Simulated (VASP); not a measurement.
Set up this calculation in VASP 6.6.1, as the native input.

```yaml
Task: single point
Functional: r2SCAN
Potentials_or_basis: VASP PAW PBE potentials, release 64 (Mg, S)
Cutoff: 520 eV
k_mesh: 4 × 4 × 4
Occupations: gaussian, width 0.01 eV
Spin: no spin polarisation
Dipole_correction: no
Further_INCAR_settings: ALGO = Normal; EDIFF = 1e-07; NBANDS = 11
```

Crystal: MgS.

```
Mg S
1.0
     0.00000    2.83087    2.83087
     2.83087    0.00000    2.83087
     2.83087    2.83087    0.00000
Mg S
1 1
Direct
  0.00000 0.00000 0.00000
  0.75000 0.75000 0.75000
```

The input as run:

POSCAR

```
MgS
1.0
    0.0000000000      2.8308747674      2.8308747674
    2.8308747674      0.0000000000      2.8308747674
    2.8308747674      2.8308747674      0.0000000000
Mg S
1 1
Direct
    0.0000000000      0.0000000000      0.0000000000
    0.7500000000      0.7500000000      0.7500000000
```

INCAR.step1

```
ALGO = Normal ; EDIFF = 1E-4
ENCUT = 520 ; GGA = PE
ISMEAR = 0 ; LASPH = True
LCHARG = False ; LREAL = False
LWAVE = True ; NBANDS = 11
NELM = 60 ; PREC = Accurate
SIGMA = 0.01
```

INCAR.step2

```
ALGO = Normal ; EDIFF = 1E-7
ENCUT = 520 ; ISIF = 2
ISMEAR = 0 ; ISTART = 1
LASPH = True ; LCHARG = False
LMIXTAU = True ; LREAL = False
LWAVE = False ; METAGGA = R2SCAN
NBANDS = 11 ; NELM = 60
PREC = Accurate ; SIGMA = 0.01
```

KPOINTS

```
k-points
0
Gamma
  4 4 4
```

Potentials or basis: VASP PAW PBE potentials, release 64 (Mg, S).

Launch:

```sh
$ cat potpaw_PBE.64/Mg/POTCAR potpaw_PBE.64/S/POTCAR > POTCAR
$ cp INCAR.step1 INCAR
$ mpirun -np 1 vasp_std > vasp.out
$ cp INCAR.step2 INCAR
$ mpirun -np 1 vasp_std > vasp.out
```

Results of the run:

```
Pressure               : -0.2 GPa
Band gap on the k mesh : 4.12 eV, direct
```

Caveat: the k points lie up to 0.48 Å⁻¹ apart; the PAW data sets were made with another functional, which shifts forces and pressure a little.

It took 15 s on 1 thread of Intel(R) Xeon(R) 6975P-C (Granite Rapids), on a shared host, peak memory 0.17 GiB.
